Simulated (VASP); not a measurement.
A run of VASP 6.6.1:

File INCAR:

```
PREC     = Accurate       # precision mode
ENCUT    = 520            # plane-wave cutoff, eV
EDIFF    = 1E-6           # SCF threshold, eV
ISMEAR   = 0              # smearing method
SIGMA    = 0.1            # smearing width, eV
LREAL    = False          # projectors in reciprocal space
LASPH    = True           # aspherical terms in the spheres
NELM     = 100            # most SCF steps
ALGO     = Fast           # electronic algorithm
ISIF     = 2              # what is computed and relaxed
LWAVE    = False          # write WAVECAR
LCHARG   = True           # write CHGCAR
GGA      = PS             # functional
LELF     = True           # ELF
LVHAR    = True         
NBANDS   = 7              # bands
```

KPOINTS

```
regular mesh
0
Gamma
  20 20 20
```

The input POSCAR:

```
Be
1.0
   -1.3034086951      1.2886970551      1.2695744294
    1.3034086951     -1.3388218932      1.3196992674
    1.3034086951      1.3388218932     -1.3196992674
Be
1
Direct
    0.0000000000      0.0000000000      0.0000000000
```

Potentials or basis: VASP PAW PBE potentials, release 64 (Be).

Launch:

```console
$ cat potpaw_PBE.64/Be/POTCAR > POTCAR
$ mpirun -np 1 vasp_std > vasp.out
```

Hardware: 1 thread of AMD EPYC 7R13 (shared host).

Task: Estimate the wall time of this run.

Result: It took 3 min on 1 thread of AMD EPYC 7R13, on a shared host, peak memory 0.19 GiB. Counts: scf iterations 9, k points 2112.
